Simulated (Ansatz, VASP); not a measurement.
## Two plane-wave programs on TiO2

File INCAR:

```
SYSTEM = TiO2
ALGO = Normal ; EDIFF = 1E-7
ENCUT = 520 ; GGA = PE
ISIF = 2 ; ISMEAR = 0
IVDW = 12 ; LASPH = .True.
LCHARG = .False. ; LDAU = .True.
LDAUJ = 0 0 ; LDAUL = 2 -1
LDAUPRINT = 1 ; LDAUTYPE = 2
LDAUU = 4 0 ; LMAXMIX = 4
LREAL = .False. ; LWAVE = .False.
NBANDS = 19 ; NELM = 150
PREC = Accurate ; SIGMA = 0.05
```

KPOINTS

```
k-points
0
Gamma
  9 9 9
  0 0 0
```

The input POSCAR:

```
TiO2
1.0
    1.5742500000      0.9088936613      5.9525666667
   -1.5742500000      0.9088936613      5.9525666667
    0.0000000000     -1.8177873226      5.9525666667
Ti O
1 2
Direct
    0.0000000000      0.0000000000      0.0000000000
    0.6017580785      0.6017580785      0.6017580785
    0.3982419215      0.3982419215      0.3982419215
```

Input for Ansatz:

```yaml
crystal:
  lattice:
    - [1.57425, 0.9088936613, 5.9525666667]
    - [-1.57425, 0.9088936613, 5.9525666667]
    - [0.0, -1.8177873226, 5.9525666667]
  atoms:
    - { symbol: Ti, position: [0.0, 0.0, 0.0] }
    - { symbol: O, position: [0.6017580785, 0.6017580785, 0.6017580785] }
    - { symbol: O, position: [0.3982419215, 0.3982419215, 0.3982419215] }
basis:
  ecutwfc: 520.0
kpoints:
  mp_grid: { grid: [9, 9, 9] }
hamiltonian:
  xc: pbe
  pseudopotentials: { kind: paw, azcp: { folder: soft_1 } }
  dispersion: d3bj
  hubbard: { sites: [{ species: Ti, l: d, u_eff: 4.0 }] }
scf:
  occupations: { method: gaussian, width: 0.05 }
output:
  forces: true
  stress: true
  eigenvalues: true
```

Alike in both runs: task single point; functional PBE; dispersion D3(BJ); k mesh 9 × 9 × 9; occupations gaussian, width 0.05 eV; no spin polarisation; Hubbard terms Ti d U = 4.0 eV.

|  | VASP | Ansatz |
| --- | --- | --- |
| version | VASP 6.6.1 | Ansatz 0.2.0 |
| potentials or method | VASP PAW PBE potentials, release 64 (Ti_sv, O), cutoff 520 eV | scalar-relativistic, plane waves, PAW |
| valence electrons in the cell | 24 | 24 |

Ansatz gave:

- gap on the k mesh at the Fermi level (eV): 2.37
- least direct gap on the mesh (eV): 2.58
- pressure (GPa): -23.8
- traceless stress, the component that is largest in VASP (GPa): -3.46
- rms of the force components (eV/Å): 1.700

Task: Which values does VASP return?

Result: gap on the k mesh at the Fermi level (eV): 2.39; least direct gap on the mesh (eV): 2.63; pressure (GPa): -22.8; traceless stress, the component that is largest in VASP (GPa): -2.97; rms of the force components (eV/Å): 1.593.

The programs project onto different local orbitals, so the same U acts differently, and such runs can settle in different states. Atom by atom the forces differ by 0.107 eV/Å (rms over components).
